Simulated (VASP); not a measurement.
Rb: single point with PBE

Rb:

```
CELL_PARAMETERS angstrom
5.82674 0.00000 0.00000
0.00000 5.82674 0.00000
0.00000 0.00000 5.33033
ATOMIC_POSITIONS crystal
Rb 0.00000 0.00000 0.00000
Rb 0.50000 0.50000 0.50000
```

This cell differs from its parent crystal: uniaxial strain along c: -6.0 %, then relaxed in part.

```json
{
  "Program": "VASP 6.6.1",
  "Task": "single point",
  "Functional": "PBE",
  "Potentials or basis": "VASP PAW PBE potentials, release 64 (Rb_sv)",
  "Cutoff": "520 eV",
  "k mesh": "10 × 10 × 10",
  "Occupations": "gaussian, width 0.1 eV",
  "Spin": "no spin polarisation"
}
```

| Quantity | Value |
| --- | --- |
| Pressure | 0.0 GPa |
| Band gap on the k mesh | zero (bands 9 and 10 overlap by 1.96 eV) |

Levels at points of the mesh, in eV from the Fermi level:
```tsv
k point	band 7	band 8	band 9	band 10	band 11	band 12
(0.00, 0.00, 0.00)	-12.94	-12.94	-1.98	1.14	1.35	2.98
(0.50, 0.00, 0.00)	-12.97	-12.97	-0.69	-0.69	2.30	2.30
(0.50, 0.50, 0.00)	-12.94	-12.94	0.13	0.13	0.65	0.65
(0.00, 0.00, 0.50)	-12.98	-12.98	-0.45	-0.45	2.35	2.35
(0.50, 0.00, 0.50)	-12.95	-12.95	0.30	0.30	0.86	0.86
(0.50, 0.50, 0.50)	-12.99	-12.99	1.28	1.28	1.28	1.28
```

Wall time 6.3 min on 1 thread of Intel(R) Xeon(R) Platinum 8559C (Emerald Rapids) (shared host), peak memory 0.48 GiB.

Caveat: the cell differs from its parent crystal (uniaxial strain along c: -6.0 %, then relaxed in part).
